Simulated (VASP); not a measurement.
# Na (Pm-3m) in VASP: further runs

Na is run at these levels: BLYP; tasks: single point, relaxation of cell and atoms.

Everything below comes from runs of VASP 6.6.1. Logs are shortened: lines on timing, memory, paths and dates and some standing lists are left out, and cuts for length are marked.

## (1) The cell of the first run

It takes space group Pm-3m (No. 221, cubic). The conventional cell has a = 3.553 Å, b = 3.553 Å, c = 3.553 Å, α = 90.00°, β = 90.00°, γ = 90.00°. Within 4.7 Å of Na (site symmetry m-3m) lie 6 Na at 3.55 Å.

## (2) Single point, BLYP (volume scaled by 1.08)

INCAR

```
AGGAC = 1.0 ; AGGAX = 1.0
ALDAC = 0.0 ; ALDAX = 1.0
ALGO = Normal ; EDIFF = 1E-6
ENCUT = 520 ; GGA = B5
ISIF = 2 ; ISMEAR = -1
LASPH = True ; LCHARG = True
LELF = True ; LREAL = False
LVHAR = True ; LWAVE = False
NBANDS = 10 ; NELM = 80
PREC = Accurate ; SIGMA = 0.1
```

KPOINTS

```
k-points
0
Gamma
  10 10 10
```

POSCAR

```
Na
1.0
    3.5529814521      0.0000000000      0.0000000000
    0.0000000000      3.5529814521      0.0000000000
    0.0000000000      0.0000000000      3.5529814521
Na
1
Direct
    0.0000000000      0.0000000000      0.0000000000
```

Potentials or basis: VASP PAW PBE potentials, release 64 (Na_pv).

On the command line:

```
cat potpaw_PBE.64/Na_pv/POTCAR > POTCAR
mpirun -np 1 vasp_std > vasp.out
```

OUTCAR:

```text
EDIFF = 1E-6
   ENCUT = 520
   GGA = B5
   ISIF = 2
   ISMEAR = -1
   LASPH = True
   LREAL = False
   NELM = 80
   PREC = Accurate

 ion  position               nearest neighbor table
   1  0.000  0.000  0.000-

  LATTYP: Found a simple cubic cell.
 ALAT       =     3.5529814521

  Lattice vectors:

 A1 = (   3.5529814521,   0.0000000000,   0.0000000000)
 A2 = (   0.0000000000,   3.5529814521,   0.0000000000)
 A3 = (   0.0000000000,   0.0000000000,   3.5529814521)

Analysis of symmetry for initial positions (statically):
=====================================================================
 Subroutine PRICEL returns:
 Original cell was already a primitive cell.

 Routine SETGRP: Setting up the symmetry group for a
 simple cubic supercell.

 Subroutine GETGRP returns: Found 48 space group operations
 (whereof 48 operations were pure point group operations)
 out of a pool of 48 trial point group operations.

The static configuration has the point symmetry O_h .

Analysis of symmetry for dynamics (positions and initial velocities):
=====================================================================
 Subroutine PRICEL returns:
 Original cell was already a primitive cell.

 Routine SETGRP: Setting up the symmetry group for a
 simple cubic supercell.

 Subroutine GETGRP returns: Found 48 space group operations
 (whereof 48 operations were pure point group operations)
 out of a pool of 48 trial point group operations.

The dynamic configuration has the point symmetry O_h .

 Subroutine INISYM returns: Found 48 space group operations
 (whereof 48 operations are pure point group operations),
 and found     1 'primitive' translations

----------------------------------------------------------------------------------------

                                     Primitive cell

  volume of cell :      44.8517

  direct lattice vectors                    reciprocal lattice vectors
     3.552981452  0.000000000  0.000000000     0.281453763  0.000000000  0.000000000
     0.000000000  3.552981452  0.000000000     0.000000000  0.281453763  0.000000000
     0.000000000  0.000000000  3.552981452     0.000000000  0.000000000  0.281453763

  length of vectors
     3.552981452  3.552981452  3.552981452     0.281453763  0.281453763  0.281453763

  position of ions in fractional coordinates (direct lattice)
     0.000000000  0.000000000  0.000000000

  ion indices of the primitive-cell ions
   primitive index   ion index
                 1           1

----------------------------------------------------------------------------------------

 KPOINTS: k-points

Automatic generation of k-mesh.
 Grid dimensions read from file:
 generate k-points for:   10   10   10

 Generating k-lattice:

  Cartesian coordinates                     Fractional coordinates (reciprocal lattice)
     0.028145376  0.000000000  0.000000000     0.100000000  0.000000000  0.000000000
     0.000000000  0.028145376  0.000000000     0.000000000  0.100000000  0.000000000
     0.000000000  0.000000000  0.028145376     0.000000000  0.000000000  0.100000000

  Length of vectors
     0.028145376  0.028145376  0.028145376

  Shift w.r.t. Gamma in fractional coordinates (k-lattice)
     0.000000000  0.000000000  0.000000000

 Subroutine IBZKPT returns following result:
 ===========================================

 Found     56 irreducible k-points:

 Following reciprocal coordinates:
            Coordinates               Weight
  0.000000  0.000000  0.000000      1.000000
  0.100000  0.000000  0.000000      6.000000
  0.200000  0.000000  0.000000      6.000000
  0.300000  0.000000  0.000000      6.000000
  0.400000  0.000000  0.000000      6.000000
  0.500000  0.000000  0.000000      3.000000
[... 16 lines left out ...]
  0.200000  0.100000  0.100000     24.000000
  0.300000  0.100000  0.100000     24.000000
 [... further k-points ...]
   k-points           NKPTS =     56   k-points in BZ     NKDIM =     56   number of bands    NBANDS=     10
   number of dos      NEDOS =    301   number of ions     NIONS =      1
   total plane-waves  NPLWV =  21952
   dimension x,y,z NGX =    28 NGY =   28 NGZ =   28
   dimension x,y,z NGXF=    56 NGYF=   56 NGZF=   56
   ions per type =               1
   NGX,Y,Z   is equivalent  to a cutoff of  13.10, 13.10, 13.10 a.u.
   NGXF,Y,Z  is equivalent  to a cutoff of  26.20, 26.20, 26.20 a.u.
 SYSTEM =  unknown system
   PREC   = accura    normal or accurate (medium, high low for compatibility)
   ISTART =      0    job   : 0-new  1-cont  2-samecut
   ICHARG =      2    charge: 1-file 2-atom 10-const
   ISPIN  =      1    spin polarized calculation?
   LNONCOLLINEAR =      F non collinear calculations
   LSORBIT =      F    spin-orbit coupling
   LASPH  =      T    aspherical Exc in radial PAW
   ENCUT  =  520.0 eV  38.22 Ry    6.18 a.u.   6.61  6.61  6.61*2*pi/ulx,y,z
   NELM   =     80;   NELMIN=  2; NELMDL= -5     # of ELM steps
   EDIFF  = 0.1E-05   stopping-criterion for ELM
   LREAL  =      F    real-space projection
   EDIFFG = 0.1E-04   stopping-criterion for IOM
   NSW    =      0    number of steps for IOM
   IBRION =     -1    ionic relax: 0-MD 1-quasi-New 2-CG
   NFREE  =      0    steps in history (QN), initial steepest desc. (CG)
   ISIF   =      2    stress and relaxation
   ISYM   =      2    0-nonsym 1-usesym 2-fastsym
   POTIM  = 0.5000    time-step for ionic-motion
   TEBEG  =    0.0;   TEEND  =   0.0 temperature during run
   PSTRESS=    0.0 pullay stress
   NELECT =       7.0000    total number of electrons
   NUPDOWN=      -1.0000    fix difference up-down
   EMIN   =  10.00;   EMAX   =-10.00  energy-range for DOS
   EFERMI =   0.00;   METHOD = LEGACY
   ISMEAR =    -1;   SIGMA  =   0.10  broadening in eV -4-tet -1-fermi 0-gaus
   EFERMI_NEDOS =   21; number of points for ismear=-14 and -15
   IALGO  =     38    algorithm
   IMIX   =      4    mixing-type and parameters
     AMIX     =   0.40;   BMIX     =  1.00
     AMIX_MAG =   1.60;   BMIX_MAG =  1.00
  volume/ion in A,a.u.               =      44.85       302.67
  Fermi-wavevector in a.u.,A,eV,Ry     =   0.881417  1.665636 10.570302  0.776895
  Thomas-Fermi vector in A             =   2.001910
   LORBIT       =      0    0 simple, 1 ext, 2 COOP (PROOUT), +10 PAW based schemes
   GGA     = B5    functional components
   LHFCALC =     F    Hartree Fock is set to
   AEXX    =    0.0000 exact exchange contribution
   IVDW    =     0    specifies the selected vdW correction
   LEPSILON=     F    determine dielectric tensor
   LRPA    =     F    only Hartree local field effects (RPA)
 non-spin polarized calculation
  energy-cutoff  :      520.00
  volume of cell :       44.85
 maximum number of plane-waves:      1233
 NGX is ok and might be reduce to    28
   NGX = 13   NGY = 13   NGZ = 13

 number of electron       6.9999988 magnetization

 Free energy of the ion-electron system (eV)
  ---------------------------------------------------
  ext. energy  EPLUGINS =         0.00000000
  ---------------------------------------------------
  free energy    TOTEN  =        -0.83785693 eV

  energy without entropy =       -0.82077425  energy(sigma->0) =       -0.82931559

 E-fermi :   0.2795     XC(G=0):  -5.5945

 val. band max:        0.2215724608   @ k =   0.4000   0.2000   0.2000
 cond. band min:       0.3329216189   @ k =   0.5000   0.1000   0.0000
 fundamental gap:      0.1113491581
 Fermi energy:         0.2794899484

 k-point     1 :       0.0000    0.0000    0.0000
  band No.  band energies     occupation
      1     -25.2590      2.00000
      2     -25.2590      2.00000
      3     -25.2590      2.00000
      4      -2.6550      2.00000
      5       7.9504      0.00000
      6       7.9504      0.00000
      7       8.8898      0.00000
      8       8.8898      0.00000
      9       8.8898      0.00000
     10      11.6134      0.00000

 k-point     2 :       0.1000    0.0000    0.0000
  band No.  band energies     occupation
      1     -25.2620      2.00000
      2     -25.2587      2.00000
      3     -25.2587      2.00000
      4      -2.5326      2.00000
      5       6.5373      0.00000
      6       8.0601      0.00000
      7       8.9913      0.00000
      8       8.9913      0.00000
      9       9.8564      0.00000
     10      12.3567      0.00000

 k-point     3 :       0.2000    0.0000    0.0000
  band No.  band energies     occupation
      1     -25.2697      2.00000
      2     -25.2581      2.00000
      3     -25.2581      2.00000
      4      -2.1671      2.00000
      5       4.7559      0.00000
      6       8.3845      0.00000
      7       9.2964      0.00000
      8       9.2964      0.00000
      9      10.5948      0.00000
     10      14.2498      0.00000

 k-point     4 :       0.3000    0.0000    0.0000
  band No.  band energies     occupation
      1     -25.2793      2.00000
      2     -25.2573      2.00000
      3     -25.2573      2.00000
      4      -1.5631      2.00000
      5       3.0986      0.00000
      6       8.9024      0.00000
      7       9.8061      0.00000
      8       9.8061      0.00000
      9      11.2739      0.00000
     10      13.9219      0.00000
[... 222 lines left out ...]
 k-point    22 :       0.1000    0.1000    0.1000
  band No.  band energies     occupation
      1     -25.2617      2.00000
      2     -25.2613      2.00000
      3     -25.2613      2.00000
      4      -2.2884      2.00000
      5       6.5092      0.00000
      6       6.5092      0.00000
      7       7.8623      0.00000
      8      10.9777      0.00000
      9      10.9777      0.00000
     10      13.1369      0.00000

 k-point    23 :       0.2000    0.1000    0.1000
  band No.  band energies     occupation
      1     -25.2692      2.00000
      2     -25.2609      2.00000
      3     -25.2607      2.00000
      4      -1.9241      2.00000
      5       4.9479      0.00000
      6       6.8325      0.00000
      7       7.9251      0.00000
      8      11.2458      0.00000
      9      12.1805      0.00000
     10      13.7170      0.00000

 k-point    24 :       0.3000    0.1000    0.1000
  band No.  band energies     occupation
      1     -25.2787      2.00000
      2     -25.2601      2.00000
      3     -25.2599      2.00000
      4      -1.3219      2.00000
      5       3.3192      0.00000
      6       7.3652      0.00000
      7       8.4311      0.00000
      8      11.3983      0.00000
      9      12.4499      0.00000
     10      12.4530      0.00000

 [... further k-points ...]

------------------------ aborting loop because EDIFF is reached ----------------------------------------

  FORCE on cell =-STRESS in cart. coord.  units (eV):
  Direction    XX          YY          ZZ          XY          YZ          ZX
  --------------------------------------------------------------------------------------
  -------------------------------------------------------------------------------------
  Total       -0.0936892     -0.0936892     -0.0936892      0.0000000     -0.0000000     -0.0000000
  in kB       -3.3467358     -3.3467358     -3.3467358      0.0000000     -0.0000000     -0.0000000
  external PRESSURE =      -3.3467358 kB  Pullay stress =       0.0000000 kB

 VOLUME and BASIS-vectors are now :
 -----------------------------------------------------------------------------
  energy-cutoff  :      520.00
  volume of cell :       44.85
      direct lattice vectors                 reciprocal lattice vectors
     3.552981452  0.000000000  0.000000000     0.281453763  0.000000000  0.000000000
     0.000000000  3.552981452  0.000000000     0.000000000  0.281453763  0.000000000
     0.000000000  0.000000000  3.552981452     0.000000000  0.000000000  0.281453763

 POSITION                                       TOTAL-FORCE (eV/Angst)
 -----------------------------------------------------------------------------------
      0.00000      0.00000      0.00000         0.000000      0.000000      0.000000
 -----------------------------------------------------------------------------------
    total drift:                               -0.000000     -0.000000     -0.000000

  FREE ENERGIE OF THE ION-ELECTRON SYSTEM (eV)
  ---------------------------------------------------
  free  energy   TOTEN  =        -0.8378569280 eV

  energy  without entropy=       -0.8207742497  energy(sigma->0) =       -0.82931559
```

It took 32 s on 1 thread of Intel Xeon 8259CL, shared host; peak memory 0.16 GiB.

What came out:

```
Free energy : -0.8379 eV
Pressure    : -0.3 GPa
```

Caveat: the cell differs from its parent crystal (volume scaled by 1.08); the PAW data sets were made with another functional, which shifts forces and pressure a little.

## (3) Single point, BLYP (volume scaled by 1.12)

INCAR

```
PREC = Accurate
ENCUT = 520
EDIFF = 1E-6
ISMEAR = -1
SIGMA = 0.1
LREAL = False
LASPH = True
NELM = 100
ALGO = Normal
ISIF = 2
LWAVE = False
LCHARG = False
GGA = B5
ALDAX = 1.0
AGGAX = 1.0
AGGAC = 1.0
ALDAC = 0.0
NBANDS = 10
```

KPOINTS

```
regular mesh
0
Gamma
  10 10 10
```

POSCAR

```
Na
1.0
    3.5963147649      0.0000000000      0.0000000000
    0.0000000000      3.5963147649      0.0000000000
    0.0000000000      0.0000000000      3.5963147649
Na
1
Direct
    0.0000000000      0.0000000000      0.0000000000
```

Potentials or basis: VASP PAW PBE potentials, release 64 (Na_pv).

On the command line:

```
cat potpaw_PBE.64/Na_pv/POTCAR > POTCAR
mpirun -np 1 vasp_std > vasp.out
```

Wall time 30 s (1 thread of Intel Xeon 8259CL, shared host); peak memory 0.16 GiB.

The run converged. Its results:

* Free energy: -0.8339 eV
* Pressure: -0.5 GPa

Levels at points of the mesh, in eV from the Fermi level:
| k point | band 1 | band 2 | band 3 | band 4 | band 5 | band 6 |
| --- | --- | --- | --- | --- | --- | --- |
| (0.00, 0.00, 0.00) | -25.55 | -25.55 | -25.55 | -2.86 | 7.54 | 7.54 |
| (0.50, 0.00, 0.00) | -25.58 | -25.55 | -25.55 | -0.09 | 0.22 | 9.44 |
| (0.50, 0.50, 0.00) | -25.57 | -25.57 | -25.54 | 2.64 | 2.64 | 3.04 |
| (0.50, 0.50, 0.50) | -25.57 | -25.57 | -25.57 | 5.06 | 5.06 | 5.06 |

Caveat: the cell differs from its parent crystal (volume scaled by 1.12); the PAW data sets were made with another functional, which shifts forces and pressure a little.

## (4) Relaxation of cell and atoms, BLYP

This run uses another cell than the first one, of 40.73 Å³/atom, 0.908 times its volume.

INCAR

```
SYSTEM = Na
PREC     = Accurate       ! precision mode
ENCUT    = 600            ! plane-wave cutoff, eV
EDIFF    = 1E-6           ! SCF threshold, eV
ISMEAR   = -1             ! smearing method
SIGMA    = 0.1            ! smearing width, eV
LREAL    = .False.        ! projectors in reciprocal space
LASPH    = .True.         ! aspherical terms in the spheres
NELM     = 100            ! most SCF steps
ALGO     = Normal         ! electronic algorithm
ISIF     = 3              ! what is computed and relaxed
LWAVE    = .False.        ! write WAVECAR
LCHARG   = .False.        ! write CHGCAR
GGA      = B5             ! functional
ALDAX    = 1.0          
AGGAX    = 1.0          
AGGAC    = 1.0          
ALDAC    = 0.0          
IBRION   = 2              ! ionic algorithm
NSW      = 80             ! ionic steps
EDIFFG   = -0.01          ! ionic threshold
```

KPOINTS

```
Automatic mesh
0
Gamma
  9 9 9
  0 0 0
```

POSCAR

```
Na
1.0
    3.4405243290      0.0000000000      0.0000000000
    0.0000000000      3.4405243290      0.0000000000
    0.0000000000      0.0000000000      3.4405243290
Na
1
Direct
    0.0000000000      0.0000000000      0.0000000000
```

On the command line:

```
cat potpaw_PBE.64/Na_pv/POTCAR > POTCAR
mpirun -np 1 vasp_std > vasp.out
```

Wall time 38 s (1 thread of Intel Xeon 8259CL, shared host); peak memory 0.15 GiB.

Results (log left out):

```yaml
Free_energy: -0.8388 eV
Relaxed_volume: 41.03 Å³/atom
Relaxed_cell: a = 3.449 Å, b = 3.449 Å, c = 3.449 Å, α = 90.00°, β = 90.00°, γ = 90.00°
Space_group_after_relaxing_to_0.05_Å: Pm-3m (No. 221)
Energy_gained_by_relaxing: 0.1 meV/atom
Ionic_steps: 3
Pressure_after_relaxing: 0.0 GPa
```

Step by step:
```tsv
step	energy change (eV)	largest force (eV/Å)	pressure (GPa)	volume (Å³)
1	0.0000	0.0000	0.08	40.73
2	-0.0001	0.0000	0.05	40.84
3	-0.0001	0.0000	0.02	41.03
```

Final structure:
```
Na
1.0
     3.44917    0.00000    0.00000
     0.00000    3.44917    0.00000
     0.00000    0.00000    3.44917
Na
1
Direct
  0.00000 0.00000 0.00000
```

Levels at points of the mesh, in eV from the Fermi level:
```tsv
k point	band 1	band 2	band 3	band 4	band 5	band 6	band 7
(0.00, 0.00, 0.00)	-25.45	-25.45	-25.45	-3.06	8.08	8.08	9.21
```

Caveat: the PAW data sets were made with another functional, which shifts forces and pressure a little.

## (5) Summary

```tsv
task	cell	k mesh	cutoff (eV)	gap on the mesh (eV)	pressure (GPa)
single point	a = 3.553 Å, 1 atom	10 × 10 × 10	520	none	-0.3
single point	a = 3.596 Å, 1 atom	10 × 10 × 10	520	none	-0.5
relaxation of cell and atoms	relaxed from a = 3.441 Å, 1 atom	9 × 9 × 9	600	none	0.0
```

Alike in all rows: level BLYP; potentials or basis VASP PAW PBE potentials, release 64 (Na_pv); no spin polarisation; smearing fermi-dirac 0.1 eV.

Caveats: the PAW data sets were made with another functional, which shifts forces and pressure a little.

Total energies depend on the potentials used, so only differences within one code and one set of settings carry meaning.
